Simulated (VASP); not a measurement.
A run of VASP 6.6.1 is set up as follows.

File INCAR:

```
SYSTEM = C
PREC = Accurate
ENCUT = 600
EDIFF = 1E-6
ISMEAR = 0
SIGMA = 0.15
LREAL = .False.
LASPH = .True.
NELM = 120
ALGO = Normal
ISIF = 2
LWAVE = .False.
LCHARG = .False.
GGA = PS
IVDW = 12
NBANDS = 16
GGA_COMPAT = .False.
```

The input KPOINTS:

```
regular mesh
0
Gamma
  18 12 10
  0 0 0
```

POSCAR

```
C
1.0
   -2.4576582504      0.0000000000      0.0000000000
    0.0000000000      0.0000000000     -3.5294825081
    0.0000000000     -4.2567889574      0.0000000000
C
4
Direct
    0.5000000000      0.0000000000      0.1701904496
    0.0000000000      0.0000000000      0.6420001866
    0.0000000000      0.0000000000      0.3298095504
    0.5000000000      0.0000000000      0.8579998134
```

Potentials or basis: VASP PAW PBE potentials, release 64 (C).

The run is started by

```console
$ cat potpaw_PBE.64/C/POTCAR > POTCAR
$ mpirun -np 1 vasp_std > vasp.out
```

Task: Estimate the band gap on the k mesh.

Result: Zero (bands 8 and 9 overlap by 0.95 eV).

Task: Predict the dispersion energy per atom.

Result: -0.103 eV.

Task: What does it give for the largest force?

Result: 9.589 eV/Å.

Task: What does it give for the pressure?

Result: 6.8 GPa.

Forces on the atoms (eV/Å):
```
C    0.000 -0.824  0.000
C    0.000 -9.589  0.000
C    0.000  0.824  0.000
C    0.000  9.589  0.000
```

Caveat: the cell differs from its parent crystal (atoms displaced along several vibrational modes); the stress differs along the axes, from -0 to 18 GPa; the PAW data sets were made with another functional, which shifts forces and pressure a little.
